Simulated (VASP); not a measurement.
# CdS (P6_3/mmc) in VASP: notebook

The runs below take CdS through single point, with PBE.

Program: VASP 6.6.1. These are calculated values, not measurements. Logs are shortened: lines on timing, memory, paths and dates and some standing lists are left out, and cuts for length are marked.

## 1. The cell of the first run

Symmetry: P6_3/mmc, No. 194, hexagonal system. The conventional cell has a = 3.795 Å, b = 3.795 Å, c = 6.253 Å, α = 90.00°, β = 90.00°, γ = 120.00°. Within 3.5 Å of Cd (site symmetry -6m2) lie 6 S at 2.69 Å. Within 3.5 Å of S (site symmetry -3m) lie 6 Cd at 2.69 Å and 2 S at 3.13 Å.

## 2. Single point, PBE

INCAR reads:

```
  ALGO = Normal
  EDIFF = 1E-7
  ENCUT = 520
  GGA = PE
  ISIF = 2
  ISMEAR = 0
  LASPH = True
  LCHARG = False
  LREAL = False
  LWAVE = False
  NBANDS = 26
  NELM = 80
  PREC = Accurate
  SIGMA = 0.1
```

KPOINTS reads:

```
k-points
0
Gamma
  6 6 4
```

POSCAR reads:

```
CdS
1.0
    3.7949884400      0.0000000000      0.0000000000
   -1.8974942200      3.2865563900      0.0000000000
    0.0000000000      0.0000000000      6.2525835900
Cd S
2 2
Direct
    0.3333333300      0.6666666700      0.7500000000
    0.6666666700      0.3333333300      0.2500000000
    0.0000000000      0.0000000000      0.0000000000
    0.0000000000      0.0000000000      0.5000000000
```

Potentials or basis: VASP PAW PBE potentials, release 64 (Cd, S).

The run is started by

```console
cat potpaw_PBE.64/Cd/POTCAR potpaw_PBE.64/S/POTCAR > POTCAR
mpirun -np 1 vasp_std > vasp.out
```

OUTCAR:

```text
EDIFF = 1E-7
   ENCUT = 520
   GGA = PE
   ISIF = 2
   ISMEAR = 0
   LASPH = True
   LREAL = False
   NELM = 80
   PREC = Accurate

 ion  position               nearest neighbor table
   1  0.333  0.667  0.750-   3 2.69   4 2.69   3 2.69   4 2.69   3 2.69   4 2.69
   2  0.667  0.333  0.250-   3 2.69   4 2.69   3 2.69   4 2.69   3 2.69   4 2.69
   3  0.000  0.000  0.000-   1 2.69   2 2.69   1 2.69   2 2.69   2 2.69   1 2.69
   4  0.000  0.000  0.500-   1 2.69   2 2.69   1 2.69   2 2.69   2 2.69   1 2.69

  LATTYP: Found a hexagonal cell.
 ALAT       =     3.7949884400
 C/A-ratio  =     1.6475896274

  Lattice vectors:

 A1 = (   3.7949884400,   0.0000000000,   0.0000000000)
 A2 = (  -1.8974942200,   3.2865563900,   0.0000000000)
 A3 = (   0.0000000000,   0.0000000000,   6.2525835900)

Analysis of symmetry for initial positions (statically):
=====================================================================
 Subroutine PRICEL returns:
 Original cell was already a primitive cell.

 Routine SETGRP: Setting up the symmetry group for a
 hexagonal supercell.

 Subroutine GETGRP returns: Found 24 space group operations
 (whereof 12 operations were pure point group operations)
 out of a pool of 24 trial point group operations.

The static configuration has the point symmetry D_3d.
 The point group associated with its full space group is D_6h.

Analysis of symmetry for dynamics (positions and initial velocities):
=====================================================================
 Subroutine PRICEL returns:
 Original cell was already a primitive cell.

 Routine SETGRP: Setting up the symmetry group for a
 hexagonal supercell.

 Subroutine GETGRP returns: Found 24 space group operations
 (whereof 12 operations were pure point group operations)
 out of a pool of 24 trial point group operations.

The dynamic configuration has the point symmetry D_3d.
 The point group associated with its full space group is D_6h.

 Subroutine INISYM returns: Found 24 space group operations
 (whereof 12 operations are pure point group operations),
 and found     1 'primitive' translations

[... 88 lines left out ...]
   ISPIN  =      1    spin polarized calculation?
   LNONCOLLINEAR =      F non collinear calculations
   LSORBIT =      F    spin-orbit coupling
   LASPH  =      T    aspherical Exc in radial PAW
   ENCUT  =  520.0 eV  38.22 Ry    6.18 a.u.   7.06  7.06 11.63*2*pi/ulx,y,z
   NELM   =     80;   NELMIN=  2; NELMDL= -5     # of ELM steps
   EDIFF  = 0.1E-06   stopping-criterion for ELM
   LREAL  =      F    real-space projection
   EDIFFG = 0.1E-05   stopping-criterion for IOM
   NSW    =      0    number of steps for IOM
   IBRION =     -1    ionic relax: 0-MD 1-quasi-New 2-CG
   NFREE  =      0    steps in history (QN), initial steepest desc. (CG)
   ISIF   =      2    stress and relaxation
   ISYM   =      2    0-nonsym 1-usesym 2-fastsym
   POTIM  = 0.5000    time-step for ionic-motion
   TEBEG  =    0.0;   TEEND  =   0.0 temperature during run
   PSTRESS=    0.0 pullay stress
   NELECT =      36.0000    total number of electrons
   NUPDOWN=      -1.0000    fix difference up-down
   EMIN   =  10.00;   EMAX   =-10.00  energy-range for DOS
   EFERMI =   0.00;   METHOD = LEGACY
   ISMEAR =     0;   SIGMA  =   0.10  broadening in eV -4-tet -1-fermi 0-gaus
   EFERMI_NEDOS =   21; number of points for ismear=-14 and -15
   IALGO  =     38    algorithm
   IMIX   =      4    mixing-type and parameters
     AMIX     =   0.40;   BMIX     =  1.00
     AMIX_MAG =   1.60;   BMIX_MAG =  1.00
  volume/ion in A,a.u.               =      19.50       131.57
  Fermi-wavevector in a.u.,A,eV,Ry     =   1.265237  2.390952 21.780552  1.600825
  Thomas-Fermi vector in A             =   2.398501
   LORBIT       =      0    0 simple, 1 ext, 2 COOP (PROOUT), +10 PAW based schemes
   GGA     = PE    functional components
   LHFCALC =     F    Hartree Fock is set to
   AEXX    =    0.0000 exact exchange contribution
   IVDW    =     0    specifies the selected vdW correction
   LEPSILON=     F    determine dielectric tensor
   LRPA    =     F    only Hartree local field effects (RPA)
 non-spin polarized calculation
 Gauss-broadening in eV      SIGMA  =   0.10
  energy-cutoff  :      520.00
  volume of cell :       77.98
 maximum number of plane-waves:      2118
   NGX = 15   NGY = 15   NGZ = 23

 number of electron      35.9999997 magnetization

 Free energy of the ion-electron system (eV)
  ---------------------------------------------------
  ext. energy  EPLUGINS =         0.00000000
  ---------------------------------------------------
  free energy    TOTEN  =       -10.73705287 eV

  energy without entropy =      -10.72836472  energy(sigma->0) =      -10.73270879

 E-fermi :   4.4336     XC(G=0): -10.6213

 val. band max:        4.4215434725   @ k =   0.3333   0.1667   0.0000
 cond. band min:       4.5272482777   @ k =   0.3333   0.1667   0.0000
 fundamental gap:      0.1057048052
 Fermi energy:         4.4336453793

 k-point     1 :       0.0000    0.0000    0.0000
  band No.  band energies     occupation
      1      -9.8836      2.00000
      2      -8.3249      2.00000
      3      -4.6711      2.00000
      4      -4.5064      2.00000
      5      -4.5064      2.00000
      6      -4.3115      2.00000
[... 598 lines left out ...]
     25      12.8788      0.00000
     26      12.8788      0.00000

------------------------ aborting loop because EDIFF is reached ----------------------------------------

  FORCE on cell =-STRESS in cart. coord.  units (eV):
  Direction    XX          YY          ZZ          XY          YZ          ZX
  --------------------------------------------------------------------------------------
  -------------------------------------------------------------------------------------
  Total        2.3585245      2.3585245      7.8269009      0.0000000      0.0000000      0.0000000
  in kB       48.4551485     48.4551483    160.8012294      0.0000000      0.0000000      0.0000000
  external PRESSURE =      85.9038421 kB  Pullay stress =       0.0000000 kB

 VOLUME and BASIS-vectors are now :
 -----------------------------------------------------------------------------
  energy-cutoff  :      520.00
  volume of cell :       77.98
      direct lattice vectors                 reciprocal lattice vectors
     3.794988440  0.000000000  0.000000000     0.263505414  0.152134922  0.000000000
    -1.897494220  3.286556390  0.000000000     0.000000000  0.304269844  0.000000000
     0.000000000  0.000000000  6.252583590     0.000000000  0.000000000  0.159933887

 POSITION                                       TOTAL-FORCE (eV/Angst)
 -----------------------------------------------------------------------------------
     -0.00000      2.19104      4.68944         0.000000     -0.000000      0.000000
      1.89749      1.09552      1.56315        -0.000000      0.000000      0.000000
      0.00000      0.00000      0.00000        -0.000000      0.000000      0.000000
      0.00000      0.00000      3.12629        -0.000000      0.000000      0.000000
 -----------------------------------------------------------------------------------
    total drift:                               -0.000005      0.000003     -0.000000

  FREE ENERGIE OF THE ION-ELECTRON SYSTEM (eV)
  ---------------------------------------------------
  free  energy   TOTEN  =       -10.7370528685 eV

  energy  without entropy=      -10.7283647169  energy(sigma->0) =      -10.73270879
```

stdout:

```text
POSCAR found type information on POSCAR CdS
 POSCAR found :  2 types and       4 ions
 scaLAPACK will be used
 LDA part: xc-table for (Slater+PW92), standard interpolation
 POSCAR, INCAR and KPOINTS ok, starting setup
 FFT: planning ... GRIDC
 FFT: planning ... GRID_SOFT
 FFT: planning ... GRID
 WAVECAR not read
 entering main loop
```

It took 39 s on 1 thread of Intel Xeon Platinum 8259CL at 2.50GHz (Skylake/Cascade Lake), shared host; peak memory 0.19 GiB.

What came out:

* Free energy: -10.7371 eV
* Pressure: 8.6 GPa
* Band gap on the k mesh: zero (band 18 reaches 4.62 eV, above the bottom of band 19 at 4.10 eV)

## 3. Single point, PBE

This run uses another cell than the first one, of 21.22 Å³/atom, 1.089 times its volume.

INCAR reads:

```
SYSTEM = CdS
ALGO = Normal ; EDIFF = 1E-6
ENCUT = 520 ; GGA = PE
ISIF = 2 ; ISMEAR = 0
LASPH = .TRUE. ; LCHARG = .FALSE.
LREAL = .FALSE. ; LWAVE = .FALSE.
NBANDS = 26 ; NELM = 100
PREC = Accurate ; SIGMA = 0.1
```

KPOINTS reads:

```
k-points
0
G
  6 6 4
  0 0 0
```

POSCAR reads:

```
CdS
1.0
    3.7877074158      0.0000000000      0.0000000000
   -1.8938537079      3.2802508442      0.0000000000
    0.0000000000      0.0000000000      6.8327683747
Cd S
2 2
Direct
    0.3333333333      0.6666666667      0.7500000000
    0.6666666667      0.3333333333      0.2500000000
    0.0000000000      0.0000000000      0.0000000000
    0.0000000000      0.0000000000      0.5000000000
```

Potentials or basis: VASP PAW PBE potentials, release 64 (Cd, S).

The run is started by

```console
cat potpaw_PBE.64/Cd/POTCAR potpaw_PBE.64/S/POTCAR > POTCAR
mpirun -np 1 vasp_std > vasp.out
```

OUTCAR:

```text
SYSTEM = CdS
   EDIFF = 1E-6
   ENCUT = 520
   GGA = PE
   ISIF = 2
   ISMEAR = 0
   LASPH = .TRUE.
   LREAL = .FALSE.
   NELM = 100
   PREC = Accurate

 ion  position               nearest neighbor table
   1  0.333  0.667  0.750-   3 2.77   4 2.77   3 2.77   4 2.77   3 2.77   4 2.77
   2  0.667  0.333  0.250-   3 2.77   4 2.77   3 2.77   4 2.77   3 2.77   4 2.77
   3  0.000  0.000  0.000-   1 2.77   2 2.77   2 2.77   1 2.77   2 2.77   1 2.77
   4  0.000  0.000  0.500-   1 2.77   2 2.77   2 2.77   1 2.77   2 2.77   1 2.77

  LATTYP: Found a hexagonal cell.
 ALAT       =     3.7877074158
 C/A-ratio  =     1.8039324648

  Lattice vectors:

 A1 = (   3.7877074158,   0.0000000000,   0.0000000000)
 A2 = (  -1.8938537079,   3.2802508442,   0.0000000000)
 A3 = (   0.0000000000,   0.0000000000,   6.8327683747)

Analysis of symmetry for initial positions (statically):
=====================================================================
 Subroutine PRICEL returns:
 Original cell was already a primitive cell.

 Routine SETGRP: Setting up the symmetry group for a
 hexagonal supercell.

 Subroutine GETGRP returns: Found 24 space group operations
 (whereof 12 operations were pure point group operations)
 out of a pool of 24 trial point group operations.

The static configuration has the point symmetry D_3d.
 The point group associated with its full space group is D_6h.

Analysis of symmetry for dynamics (positions and initial velocities):
=====================================================================
 Subroutine PRICEL returns:
 Original cell was already a primitive cell.

 Routine SETGRP: Setting up the symmetry group for a
 hexagonal supercell.

 Subroutine GETGRP returns: Found 24 space group operations
 (whereof 12 operations were pure point group operations)
 out of a pool of 24 trial point group operations.

The dynamic configuration has the point symmetry D_3d.
 The point group associated with its full space group is D_6h.

 Subroutine INISYM returns: Found 24 space group operations
 (whereof 12 operations are pure point group operations),
 and found     1 'primitive' translations

----------------------------------------------------------------------------------------

                                     Primitive cell

  volume of cell :      84.8946

  direct lattice vectors                    reciprocal lattice vectors
     3.787707416  0.000000000  0.000000000     0.264011944  0.152427367  0.000000000
    -1.893853708  3.280250844  0.000000000     0.000000000  0.304854734  0.000000000
     0.000000000  0.000000000  6.832768375     0.000000000  0.000000000  0.146353563

  length of vectors
     3.787707416  3.787707416  6.832768375     0.304854734  0.304854734  0.146353563

  position of ions in fractional coordinates (direct lattice)
     0.333333333  0.666666667  0.750000000
     0.666666667  0.333333333  0.250000000
     0.000000000  0.000000000  0.000000000
     0.000000000  0.000000000  0.500000000

  ion indices of the primitive-cell ions
   primitive index   ion index
                 1           1
                 2           2
                 3           3
                 4           4

----------------------------------------------------------------------------------------

 KPOINTS: k-points

Automatic generation of k-mesh.
 Grid dimensions read from file:
 generate k-points for:    6    6    4

 Generating k-lattice:

  Cartesian coordinates                     Fractional coordinates (reciprocal lattice)
     0.044001991  0.025404561  0.000000000     0.166666667  0.000000000  0.000000000
     0.000000000  0.050809122  0.000000000     0.000000000  0.166666667  0.000000000
     0.000000000  0.000000000  0.036588391     0.000000000  0.000000000  0.250000000

  Length of vectors
     0.050809122  0.050809122  0.036588391

  Shift w.r.t. Gamma in fractional coordinates (k-lattice)
     0.000000000  0.000000000  0.000000000

 Subroutine IBZKPT returns following result:
 ===========================================

 Found     21 irreducible k-points:

 Following reciprocal coordinates:
            Coordinates               Weight
  0.000000  0.000000  0.000000      1.000000
  0.166667  0.000000  0.000000      6.000000
  0.333333  0.000000  0.000000      6.000000
  0.500000  0.000000  0.000000      3.000000
  0.166667  0.166667  0.000000      6.000000
  0.333333  0.166667  0.000000     12.000000
[... 13 lines left out ...]
  0.333333  0.166667  0.500000     12.000000
  0.333333  0.333333  0.500000      2.000000
   k-points           NKPTS =     21   k-points in BZ     NKDIM =     21   number of bands    NBANDS=     26
   number of dos      NEDOS =    301   number of ions     NIONS =      4
   total plane-waves  NPLWV =  42336
   dimension x,y,z NGX =    28 NGY =   28 NGZ =   54
   dimension x,y,z NGXF=    56 NGYF=   56 NGZF=  108
   ions per type =               2   2
   NGX,Y,Z   is equivalent  to a cutoff of  12.29, 12.29, 13.14 a.u.
   NGXF,Y,Z  is equivalent  to a cutoff of  24.58, 24.58, 26.28 a.u.
 SYSTEM =  CdS
   PREC   = accura    normal or accurate (medium, high low for compatibility)
   ISTART =      0    job   : 0-new  1-cont  2-samecut
   ICHARG =      2    charge: 1-file 2-atom 10-const
   ISPIN  =      1    spin polarized calculation?
   LNONCOLLINEAR =      F non collinear calculations
   LSORBIT =      F    spin-orbit coupling
   LASPH  =      T    aspherical Exc in radial PAW
   ENCUT  =  520.0 eV  38.22 Ry    6.18 a.u.   7.04  7.04 12.70*2*pi/ulx,y,z
   NELM   =    100;   NELMIN=  2; NELMDL= -5     # of ELM steps
   EDIFF  = 0.1E-05   stopping-criterion for ELM
   LREAL  =      F    real-space projection
   EDIFFG = 0.1E-04   stopping-criterion for IOM
   NSW    =      0    number of steps for IOM
   IBRION =     -1    ionic relax: 0-MD 1-quasi-New 2-CG
   NFREE  =      0    steps in history (QN), initial steepest desc. (CG)
   ISIF   =      2    stress and relaxation
   ISYM   =      2    0-nonsym 1-usesym 2-fastsym
   POTIM  = 0.5000    time-step for ionic-motion
   TEBEG  =    0.0;   TEEND  =   0.0 temperature during run
   PSTRESS=    0.0 pullay stress
   NELECT =      36.0000    total number of electrons
   NUPDOWN=      -1.0000    fix difference up-down
   EMIN   =  10.00;   EMAX   =-10.00  energy-range for DOS
   EFERMI =   0.00;   METHOD = LEGACY
   ISMEAR =     0;   SIGMA  =   0.10  broadening in eV -4-tet -1-fermi 0-gaus
   EFERMI_NEDOS =   21; number of points for ismear=-14 and -15
   IALGO  =     38    algorithm
   IMIX   =      4    mixing-type and parameters
     AMIX     =   0.40;   BMIX     =  1.00
     AMIX_MAG =   1.60;   BMIX_MAG =  1.00
  volume/ion in A,a.u.               =      21.22       143.22
  Fermi-wavevector in a.u.,A,eV,Ry     =   1.229935  2.324241 20.582089  1.512741
  Thomas-Fermi vector in A             =   2.364803
   LORBIT       =      0    0 simple, 1 ext, 2 COOP (PROOUT), +10 PAW based schemes
   GGA     = PE    functional components
   LHFCALC =     F    Hartree Fock is set to
   AEXX    =    0.0000 exact exchange contribution
   IVDW    =     0    specifies the selected vdW correction
   LEPSILON=     F    determine dielectric tensor
   LRPA    =     F    only Hartree local field effects (RPA)
 non-spin polarized calculation
 Gauss-broadening in eV      SIGMA  =   0.10
  energy-cutoff  :      520.00
  volume of cell :       84.89
 maximum number of plane-waves:      2298
   NGX = 15   NGY = 15   NGZ = 25

 number of electron      35.9999991 magnetization

 Free energy of the ion-electron system (eV)
  ---------------------------------------------------
  ext. energy  EPLUGINS =         0.00000000
  ---------------------------------------------------
  free energy    TOTEN  =       -11.10413863 eV

  energy without entropy =      -11.09949337  energy(sigma->0) =      -11.10181600

 E-fermi :   3.1962     XC(G=0): -10.2121

 val. band max:        3.1481883301   @ k =   0.5000   0.0000   0.0000
 cond. band min:       3.2259428671   @ k =   0.3333   0.3333   0.0000
 fundamental gap:      0.0777545370
 Fermi energy:         3.1961500547

 k-point     1 :       0.0000    0.0000    0.0000
  band No.  band energies     occupation
      1      -9.9919      2.00000
      2      -8.9428      2.00000
      3      -5.2065      2.00000
      4      -5.1671      2.00000
      5      -5.1671      2.00000
      6      -5.0651      2.00000
[... 598 lines left out ...]
     25      11.8491      0.00000
     26      11.8492      0.00000

------------------------ aborting loop because EDIFF is reached ----------------------------------------

  FORCE on cell =-STRESS in cart. coord.  units (eV):
  Direction    XX          YY          ZZ          XY          YZ          ZX
  --------------------------------------------------------------------------------------
  -------------------------------------------------------------------------------------
  Total        0.2323955      0.2323955      0.2757917     -0.0000000     -0.0000000      0.0000000
  in kB        4.3858936      4.3858936      5.2048903     -0.0000000     -0.0000000      0.0000000
  external PRESSURE =       4.6588925 kB  Pullay stress =       0.0000000 kB

 VOLUME and BASIS-vectors are now :
 -----------------------------------------------------------------------------
  energy-cutoff  :      520.00
  volume of cell :       84.89
      direct lattice vectors                 reciprocal lattice vectors
     3.787707416  0.000000000  0.000000000     0.264011944  0.152427367  0.000000000
    -1.893853708  3.280250844  0.000000000     0.000000000  0.304854734  0.000000000
     0.000000000  0.000000000  6.832768375     0.000000000  0.000000000  0.146353563

 POSITION                                       TOTAL-FORCE (eV/Angst)
 -----------------------------------------------------------------------------------
     -0.00000      2.18683      5.12458        -0.000000      0.000000      0.000000
      1.89385      1.09342      1.70819         0.000000     -0.000000     -0.000000
      0.00000      0.00000      0.00000        -0.000000      0.000000     -0.000000
      0.00000      0.00000      3.41638        -0.000000      0.000000     -0.000000
 -----------------------------------------------------------------------------------
    total drift:                               -0.000000      0.000000     -0.000000

  FREE ENERGIE OF THE ION-ELECTRON SYSTEM (eV)
  ---------------------------------------------------
  free  energy   TOTEN  =       -11.1041386326 eV

  energy  without entropy=      -11.0994933653  energy(sigma->0) =      -11.10181600
```

Wall time 38 s (1 thread of Intel Xeon Platinum 8259CL at 2.50GHz (Skylake/Cascade Lake), shared host); peak memory 0.2 GiB.

What came out:

```yaml
Free_energy: -11.1041 eV
Pressure: 0.5 GPa
Band_gap_on_the_k_mesh: zero (band 18 reaches 3.23 eV, above the bottom of band 19 at 3.03 eV)
```
